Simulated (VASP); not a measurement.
Input of a VASP 6.6.1 run:

File INCAR:

```
SYSTEM = LiSc8
PREC     = Accurate       ! precision mode
ENCUT    = 520            ! plane-wave cutoff, eV
EDIFF    = 1E-6           ! SCF threshold, eV
ISMEAR   = 0              ! smearing method
SIGMA    = 0.1            ! smearing width, eV
LREAL    = .False.        ! projectors in reciprocal space
LASPH    = .True.         ! aspherical terms in the spheres
NELM     = 100            ! most SCF steps
ALGO     = Normal         ! electronic algorithm
ISIF     = 2              ! what is computed and relaxed
LWAVE    = .False.        ! write WAVECAR
LCHARG   = .False.        ! write CHGCAR
LDIPOL   = .True.       
IDIPOL   = 3            
DIPOL    = 0.5 0.5 0.325
GGA      = PE             ! functional
NBANDS   = 56             ! bands
```

Contents of KPOINTS:

```
Automatic mesh
0
Gamma
  4 5 1
  0 0 0
```

Contents of POSCAR:

```
LiSc8
1.0
    6.6389479791      0.0000000000      0.0000000000
    0.0000000000      5.1626219083      0.0000000000
    0.0000000000      0.0000000000     19.1132872497
Sc Li
8 1
Direct
    0.0000000000      0.7500000000      0.2092784955
    0.5000000000      0.7500000000      0.2092784955
    0.2500000000      0.2500000000      0.2594137541
    0.7500000000      0.2500000000      0.2594137541
    0.2500000000      0.7500000000      0.3452852846
    0.7500000000      0.7500000000      0.3452852846
    0.0000000000      0.2500000000      0.3983243254
    0.5000000000      0.2500000000      0.3983243254
    0.0625000000      0.6250000000      0.5048725622
```

Potentials or basis: VASP PAW PBE potentials, release 64 (Sc_sv, Li_sv).

Run with:

```bash
$ cat potpaw_PBE.64/Sc_sv/POTCAR potpaw_PBE.64/Li_sv/POTCAR > POTCAR
$ mpirun -np 1 vasp_std > vasp.out
```

Q: Estimate the band gap on the k mesh.

A: Zero (an odd number of electrons rules out a gap without spin polarisation).

Q: Predict the largest force.

A: 0.722 eV/Å.

Forces in eV/Å, atoms in the order of the input:
```
Sc  -0.016 -0.012 -0.248
Sc   0.017 -0.004 -0.227
Sc   0.005  0.018  0.163
Sc  -0.007  0.020  0.186
Sc  -0.094 -0.093  0.182
Sc   0.126 -0.079  0.175
Sc   0.007 -0.520 -0.501
Sc  -0.153  0.049  0.245
Li   0.115  0.621  0.026
```
